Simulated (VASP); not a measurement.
# Sn (P6/mmm) in VASP: a series of runs

The runs below take Sn through single point, with PBEsol.

Everything below comes from runs of VASP 6.6.1. Logs are shortened: lines on timing, memory, paths and dates and some standing lists are left out, and cuts for length are marked.

## 1. The cell of the first run

It takes space group P6/mmm (No. 191, hexagonal). The conventional cell has a = 5.310 Å, b = 5.310 Å, c = 3.235 Å, α = 90.00°, β = 90.00°, γ = 120.00°. Within 4.3 Å of Sn (site symmetry 6/mmm) lie 14 Sn at 3.23 to 3.47 Å. Sn (site symmetry -6m2) has 11 Sn at 3.07 to 3.47 Å within 4.0 Å.

## 2. Single point, PBEsol

INCAR reads:

```
SYSTEM = Sn
PREC = Accurate
ENCUT = 520
EDIFF = 1E-7
ISMEAR = -1
SIGMA = 0.1
LREAL = .FALSE.
LASPH = .TRUE.
NELM = 80
ALGO = Normal
ISIF = 2
LWAVE = .FALSE.
LCHARG = .FALSE.
GGA = PS
NBANDS = 28
```

KPOINTS reads:

```
regular mesh
0
G
  7 7 10
  0 0 0
```

POSCAR reads:

```
Sn
1.0
    5.3101979245      0.0000000000      0.0000000000
   -2.6550989623      4.5987663018      0.0000000000
    0.0000000000      0.0000000000      3.2349435723
Sn
3
Direct
    0.0000000000      1.0000000000      0.0000000000
    0.3333333333      0.6666666667      0.5000000000
    0.6666666667      0.3333333333      0.5000000000
```

Potentials or basis: VASP PAW PBE potentials, release 64 (Sn_d).

The run is started by

```console
> cat potpaw_PBE.64/Sn_d/POTCAR > POTCAR
> mpirun -np 1 vasp_std > vasp.out
```

OUTCAR:

```text
SYSTEM = Sn
   PREC = Accurate
   ENCUT = 520
   EDIFF = 1E-7
   ISMEAR = -1
   LREAL = .FALSE.
   LASPH = .TRUE.
   NELM = 80
   ISIF = 2
   GGA = PS

 ion  position               nearest neighbor table
   1  0.000  0.000  0.000-   2 3.47   3 3.47   2 3.47   3 3.47   3 3.47   3 3.47   2 3.47   2 3.47
                             3 3.47   3 3.47   2 3.47   2 3.47
   2  0.333  0.667  0.500-   3 3.07   3 3.07   3 3.07   1 3.47   1 3.47   1 3.47   1 3.47   1 3.47
                             1 3.47
   3  0.667  0.333  0.500-   2 3.07   2 3.07   2 3.07   1 3.47   1 3.47   1 3.47   1 3.47   1 3.47
                             1 3.47

  LATTYP: Found a hexagonal cell.
 ALAT       =     5.3101979245
 C/A-ratio  =     0.6091945382

  Lattice vectors:

 A1 = (   5.3101979245,   0.0000000000,   0.0000000000)
 A2 = (  -2.6550989623,   4.5987663018,   0.0000000000)
 A3 = (   0.0000000000,   0.0000000000,   3.2349435723)

Analysis of symmetry for initial positions (statically):
=====================================================================
 Subroutine PRICEL returns:
 Original cell was already a primitive cell.

 Routine SETGRP: Setting up the symmetry group for a
 hexagonal supercell.

 Subroutine GETGRP returns: Found 24 space group operations
 (whereof 24 operations were pure point group operations)
 out of a pool of 24 trial point group operations.

The static configuration has the point symmetry D_6h.

Analysis of symmetry for dynamics (positions and initial velocities):
=====================================================================
 Subroutine PRICEL returns:
 Original cell was already a primitive cell.

 Routine SETGRP: Setting up the symmetry group for a
 hexagonal supercell.

 Subroutine GETGRP returns: Found 24 space group operations
 (whereof 24 operations were pure point group operations)
 out of a pool of 24 trial point group operations.

The dynamic configuration has the point symmetry D_6h.

 Subroutine INISYM returns: Found 24 space group operations
 (whereof 24 operations are pure point group operations),
 and found     1 'primitive' translations

----------------------------------------------------------------------------------------

                                     Primitive cell

  volume of cell :      78.9985

  direct lattice vectors                    reciprocal lattice vectors
     5.310197924  0.000000000  0.000000000     0.188316898  0.108724812  0.000000000
    -2.655098962  4.598766302  0.000000000     0.000000000  0.217449623  0.000000000
     0.000000000  0.000000000  3.234943572     0.000000000  0.000000000  0.309124403

  length of vectors
     5.310197924  5.310197925  3.234943572     0.217449623  0.217449623  0.309124403

  position of ions in fractional coordinates (direct lattice)
     0.000000000  0.000000000  0.000000000
     0.333333333  0.666666667  0.500000000
     0.666666667  0.333333333  0.500000000

  ion indices of the primitive-cell ions
   primitive index   ion index
                 1           1
                 2           2
                 3           3

----------------------------------------------------------------------------------------

 KPOINTS: regular mesh

Automatic generation of k-mesh.
 Grid dimensions read from file:
 generate k-points for:    7    7   10

 Generating k-lattice:

  Cartesian coordinates                     Fractional coordinates (reciprocal lattice)
     0.026902414  0.015532116  0.000000000     0.142857143  0.000000000  0.000000000
     0.000000000  0.031064232  0.000000000     0.000000000  0.142857143  0.000000000
     0.000000000  0.000000000  0.030912440     0.000000000  0.000000000  0.100000000

  Length of vectors
     0.031064232  0.031064232  0.030912440

  Shift w.r.t. Gamma in fractional coordinates (k-lattice)
     0.000000000  0.000000000  0.000000000

 Subroutine IBZKPT returns following result:
 ===========================================

 Found     48 irreducible k-points:

 Following reciprocal coordinates:
            Coordinates               Weight
  0.000000  0.000000  0.000000      1.000000
  0.142857  0.000000  0.000000      6.000000
  0.285714  0.000000  0.000000      6.000000
  0.428571  0.000000  0.000000      6.000000
  0.142857  0.142857  0.000000      6.000000
  0.285714  0.142857  0.000000     12.000000
[... 16 lines left out ...]
  0.428571  0.142857  0.200000     12.000000
  0.285714  0.285714  0.200000     12.000000
 [... further k-points ...]
   k-points           NKPTS =     48   k-points in BZ     NKDIM =     48   number of bands    NBANDS=     28
   number of dos      NEDOS =    301   number of ions     NIONS =      3
   total plane-waves  NPLWV =  38400
   dimension x,y,z NGX =    40 NGY =   40 NGZ =   24
   dimension x,y,z NGXF=    80 NGYF=   80 NGZF=   48
   ions per type =               3
   NGX,Y,Z   is equivalent  to a cutoff of  12.52, 12.52, 12.33 a.u.
   NGXF,Y,Z  is equivalent  to a cutoff of  25.05, 25.05, 24.67 a.u.
 SYSTEM =  Sn
   PREC   = accura    normal or accurate (medium, high low for compatibility)
   ISTART =      0    job   : 0-new  1-cont  2-samecut
   ICHARG =      2    charge: 1-file 2-atom 10-const
   ISPIN  =      1    spin polarized calculation?
   LNONCOLLINEAR =      F non collinear calculations
   LSORBIT =      F    spin-orbit coupling
   LASPH  =      T    aspherical Exc in radial PAW
   ENCUT  =  520.0 eV  38.22 Ry    6.18 a.u.   9.87  9.87  6.01*2*pi/ulx,y,z
   NELM   =     80;   NELMIN=  2; NELMDL= -5     # of ELM steps
   EDIFF  = 0.1E-06   stopping-criterion for ELM
   LREAL  =      F    real-space projection
   EDIFFG = 0.1E-05   stopping-criterion for IOM
   NSW    =      0    number of steps for IOM
   IBRION =     -1    ionic relax: 0-MD 1-quasi-New 2-CG
   NFREE  =      0    steps in history (QN), initial steepest desc. (CG)
   ISIF   =      2    stress and relaxation
   ISYM   =      2    0-nonsym 1-usesym 2-fastsym
   POTIM  = 0.5000    time-step for ionic-motion
   TEBEG  =    0.0;   TEEND  =   0.0 temperature during run
   PSTRESS=    0.0 pullay stress
   NELECT =      42.0000    total number of electrons
   NUPDOWN=      -1.0000    fix difference up-down
   EMIN   =  10.00;   EMAX   =-10.00  energy-range for DOS
   EFERMI =   0.00;   METHOD = LEGACY
   ISMEAR =    -1;   SIGMA  =   0.10  broadening in eV -4-tet -1-fermi 0-gaus
   EFERMI_NEDOS =   21; number of points for ismear=-14 and -15
   IALGO  =     38    algorithm
   IMIX   =      4    mixing-type and parameters
     AMIX     =   0.40;   BMIX     =  1.00
     AMIX_MAG =   1.60;   BMIX_MAG =  1.00
  volume/ion in A,a.u.               =      26.33       177.70
  Fermi-wavevector in a.u.,A,eV,Ry     =   1.326228  2.506208 23.931041  1.758882
  Thomas-Fermi vector in A             =   2.455631
   LORBIT       =      0    0 simple, 1 ext, 2 COOP (PROOUT), +10 PAW based schemes
   GGA     = PS    functional components
   LHFCALC =     F    Hartree Fock is set to
   AEXX    =    0.0000 exact exchange contribution
   IVDW    =     0    specifies the selected vdW correction
   LEPSILON=     F    determine dielectric tensor
   LRPA    =     F    only Hartree local field effects (RPA)
 non-spin polarized calculation
  energy-cutoff  :      520.00
  volume of cell :       79.00
 maximum number of plane-waves:      2144
 NGX is ok and might be reduce to    40
   NGX = 19   NGY = 19   NGZ = 13

 number of electron      42.0000013 magnetization

 Free energy of the ion-electron system (eV)
  ---------------------------------------------------
  ext. energy  EPLUGINS =         0.00000000
  ---------------------------------------------------
  free energy    TOTEN  =       -12.69623008 eV

  energy without entropy =      -12.64346791  energy(sigma->0) =      -12.66984899

 E-fermi :   8.3966     XC(G=0): -10.6467

 val. band max:        8.3770781945   @ k =   0.2857   0.1429   0.3000
 cond. band min:       8.4065698767   @ k =   0.2857   0.0000   0.2000
 fundamental gap:      0.0294916821
 Fermi energy:         8.3965672196

 k-point     1 :       0.0000    0.0000    0.0000
  band No.  band energies     occupation
      1     -13.2723      2.00000
      2     -13.1855      2.00000
      3     -13.1855      2.00000
      4     -13.1694      2.00000
      5     -13.1290      2.00000
      6     -13.1290      2.00000
[... 20 lines left out ...]
     27      16.6220      0.00000
     28      16.7147      0.00000

 k-point     2 :       0.1429    0.0000    0.0000
  band No.  band energies     occupation
      1     -13.2704      2.00000
      2     -13.1872      2.00000
      3     -13.1868      2.00000
      4     -13.1688      2.00000
      5     -13.1309      2.00000
      6     -13.1290      2.00000
[... 20 lines left out ...]
     27      16.1837      0.00000
     28      16.3763      0.00000

 k-point     3 :       0.2857    0.0000    0.0000
  band No.  band energies     occupation
      1     -13.2660      2.00000
      2     -13.1981      2.00000
      3     -13.1908      2.00000
      4     -13.1633      2.00000
      5     -13.1351      2.00000
      6     -13.1270      2.00000
[... 20 lines left out ...]
     27      15.4116      0.00000
     28      15.9000      0.00000

 k-point     4 :       0.4286    0.0000    0.0000
  band No.  band energies     occupation
      1     -13.2627      2.00000
      2     -13.2122      2.00000
      3     -13.1935      2.00000
      4     -13.1562      2.00000
      5     -13.1382      2.00000
      6     -13.1357      2.00000
[... 578 lines left out ...]
     27      14.0119      0.00000
     28      15.9874      0.00000

 k-point    23 :       0.4286    0.1429    0.2000
  band No.  band energies     occupation
      1     -13.1996      2.00000
      2     -13.1936      2.00000
      3     -13.1928      2.00000
      4     -13.1764      2.00000
      5     -13.1563      2.00000
      6     -13.1331      2.00000
[... 20 lines left out ...]
     27      13.5679      0.00000
     28      15.5682      0.00000

 k-point    24 :       0.2857    0.2857    0.2000
  band No.  band energies     occupation
      1     -13.1970      2.00000
      2     -13.1966      2.00000
      3     -13.1930      2.00000
      4     -13.1669      2.00000
      5     -13.1582      2.00000
      6     -13.1450      2.00000
[... 20 lines left out ...]
     27      14.2069      0.00000
     28      16.8909      0.00000

 [... further k-points ...]
[... 5 lines left out ...]
  --------------------------------------------------------------------------------------
  -------------------------------------------------------------------------------------
  Total       -0.0329242     -0.0329242     -0.0293203      0.0000000      0.0000000     -0.0000000
  in kB       -0.6677398     -0.6677398     -0.5946491      0.0000000      0.0000000     -0.0000000
  external PRESSURE =      -0.6433762 kB  Pullay stress =       0.0000000 kB

 VOLUME and BASIS-vectors are now :
 -----------------------------------------------------------------------------
  energy-cutoff  :      520.00
  volume of cell :       79.00
      direct lattice vectors                 reciprocal lattice vectors
     5.310197924  0.000000000  0.000000000     0.188316898  0.108724812  0.000000000
    -2.655098962  4.598766302  0.000000000     0.000000000  0.217449623  0.000000000
     0.000000000  0.000000000  3.234943572     0.000000000  0.000000000  0.309124403

 POSITION                                       TOTAL-FORCE (eV/Angst)
 -----------------------------------------------------------------------------------
      0.00000      0.00000      0.00000        -0.000000     -0.000000      0.000000
     -0.00000      3.06584      1.61747        -0.000000     -0.000000      0.000000
      2.65510      1.53292      1.61747         0.000000      0.000000     -0.000000
 -----------------------------------------------------------------------------------
    total drift:                               -0.000000      0.000000      0.000000

  FREE ENERGIE OF THE ION-ELECTRON SYSTEM (eV)
  ---------------------------------------------------
  free  energy   TOTEN  =       -12.6962300757 eV

  energy  without entropy=      -12.6434679117  energy(sigma->0) =      -12.66984899
```

Run time: 84 s. Hardware: 1 thread of Intel Xeon 6975P-C, shared host; peak memory 0.23 GiB.

Results:

```yaml
Free_energy: -12.6962 eV
Pressure: -0.1 GPa
Band_gap_on_the_k_mesh: zero (band 21 reaches 10.35 eV, above the bottom of band 22 at 5.77 eV)
```

Levels at points of the mesh, in eV from the Fermi level:
| k point | band 18 | band 19 | band 20 | band 21 | band 22 | band 23 | band 24 | band 25 |
| --- | --- | --- | --- | --- | --- | --- | --- | --- |
| (0.00, 0.00, 0.00) | -5.31 | -2.76 | -2.76 | -2.63 | -2.63 | 2.95 | 6.54 | 8.21 |
| (0.00, 0.00, 0.50) | -2.43 | -1.38 | -1.10 | -0.70 | -0.70 | -0.45 | 0.66 | 0.66 |

Caveat: the PAW data sets were made with another functional, which shifts forces and pressure a little; spin-orbit coupling is left out, which moves the levels of the heavy elements.

## 3. Single point, PBEsol (volume scaled by 0.88)

INCAR reads:

```
ALGO = Normal ; EDIFF = 1E-7
ENCUT = 520 ; GGA = PS
ISIF = 2 ; ISMEAR = -1
LASPH = True ; LCHARG = True
LELF = True ; LREAL = False
LVHAR = True ; LWAVE = False
NBANDS = 28 ; NELM = 60
PREC = Accurate ; SIGMA = 0.1
```

KPOINTS reads:

```
k-points
0
Gamma
  8 8 11
```

POSCAR reads:

```
Sn
1.0
    5.0886775561      0.0000000000      0.0000000000
   -2.5443387780      4.4069240352      0.0000000000
    0.0000000000      0.0000000000      3.0999945738
Sn
3
Direct
    0.0000000000      1.0000000000      0.0000000000
    0.3333333333      0.6666666667      0.5000000000
    0.6666666667      0.3333333333      0.5000000000
```

Potentials or basis: VASP PAW PBE potentials, release 64 (Sn_d).

The run is started by

```console
> cat potpaw_PBE.64/Sn_d/POTCAR > POTCAR
> mpirun -np 1 vasp_std > vasp.out
```

Run time: 97 s. Hardware: 1 thread of Intel Xeon 6975P-C, shared host; peak memory 0.23 GiB.

It converged, with:

```
Free energy            : -12.3987 eV
Pressure               : 9.9 GPa
Band gap on the k mesh : zero (band 21 reaches 11.96 eV, above the bottom of band 22 at 7.01 eV)
```

Stress tensor (GPa, compression positive):
```
11.42  0.00  0.00
 0.00 11.42  0.00
 0.00  0.00  6.92
```

Levels at points of the mesh, in eV from the Fermi level:
| k point | band 19 | band 20 | band 21 | band 22 | band 23 | band 24 |
| --- | --- | --- | --- | --- | --- | --- |
| (0.00, 0.00, 0.00) | -3.12 | -3.12 | -3.00 | -3.00 | 3.28 | 7.07 |
| (0.50, 0.00, 0.00) | -5.35 | 1.60 | 1.74 | 2.99 | 3.20 | 4.71 |

Caveat: the PAW data sets were made with another functional, which shifts forces and pressure a little; spin-orbit coupling is left out, which moves the levels of the heavy elements.

## 4. Single point, PBEsol (volume scaled by 0.92)

INCAR reads:

```
SYSTEM = Sn
  PREC = Accurate
  ENCUT = 520
  EDIFF = 1E-6
  ISMEAR = -1
  SIGMA = 0.1
  LREAL = .False.
  LASPH = .True.
  NELM = 60
  ALGO = Normal
  ISIF = 2
  LWAVE = .False.
  LCHARG = .False.
  GGA = PS
  NBANDS = 28
```

KPOINTS reads:

```
regular mesh
0
Gamma
  8 8 11
  0 0 0
```

POSCAR reads:

```
Sn
1.0
    5.1646391664      0.0000000000      0.0000000000
   -2.5823195832      4.4727087195      0.0000000000
    0.0000000000      0.0000000000      3.1462699719
Sn
3
Direct
    0.0000000000      1.0000000000      0.0000000000
    0.3333333333      0.6666666667      0.5000000000
    0.6666666667      0.3333333333      0.5000000000
```

The run is started by

```console
> cat potpaw_PBE.64/Sn_d/POTCAR > POTCAR
> mpirun -np 1 vasp_std > vasp.out
```

Run time: 81 s. Hardware: 1 thread of Intel Xeon 6975P-C, shared host; peak memory 0.24 GiB.

Results (log left out):

| Property | Result |
| --- | --- |
| Free energy | -12.5559 eV |
| Pressure | 6.0 GPa |
| Band gap on the k mesh | zero (band 21 reaches 11.23 eV, above the bottom of band 22 at 6.56 eV) |

Stress tensor (GPa, compression positive):
```
7.31 0.00 0.00
0.00 7.31 0.00
0.00 0.00 3.30
```

Levels at points of the mesh, in eV from the Fermi level:
| k point | band 17 | band 18 | band 19 | band 20 | band 21 | band 22 | band 23 | band 24 | band 25 | band 26 |
| --- | --- | --- | --- | --- | --- | --- | --- | --- | --- | --- |
| (0.00, 0.00, 0.00) | -5.50 | -5.17 | -2.95 | -2.95 | -2.82 | -2.82 | 3.20 | 6.91 | 9.15 | 9.16 |
| (0.50, 0.00, 0.00) | -9.99 | -6.57 | -5.08 | 1.47 | 1.61 | 2.92 | 3.16 | 4.56 | 5.34 | 5.41 |

Caveat: the PAW data sets were made with another functional, which shifts forces and pressure a little; spin-orbit coupling is left out, which moves the levels of the heavy elements.

## 5. The runs side by side

| cell | k mesh | gap on the mesh (eV) | pressure (GPa) |
| --- | --- | --- | --- |
| a = 5.310, b = 5.310, c = 3.235 Å, angles 90.0, 90.0, 120.0°, 3 atoms | 7 × 7 × 10 | none | -0.1 |
| a = 5.089, b = 5.089, c = 3.100 Å, angles 90.0, 90.0, 120.0°, 3 atoms | 8 × 8 × 11 | none | 9.9 |
| a = 5.165, b = 5.165, c = 3.146 Å, angles 90.0, 90.0, 120.0°, 3 atoms | 8 × 8 × 11 | none | 6.0 |

Alike in all rows: task single point; level PBEsol; potentials or basis VASP PAW PBE potentials, release 64 (Sn_d); no spin polarisation; cutoff (eV) 520; smearing fermi-dirac 0.1 eV.

Caveats: the PAW data sets were made with another functional, which shifts forces and pressure a little; spin-orbit coupling is left out, which moves the levels of the heavy elements.

Total energies depend on the potentials used, so only differences within one code and one set of settings carry meaning.
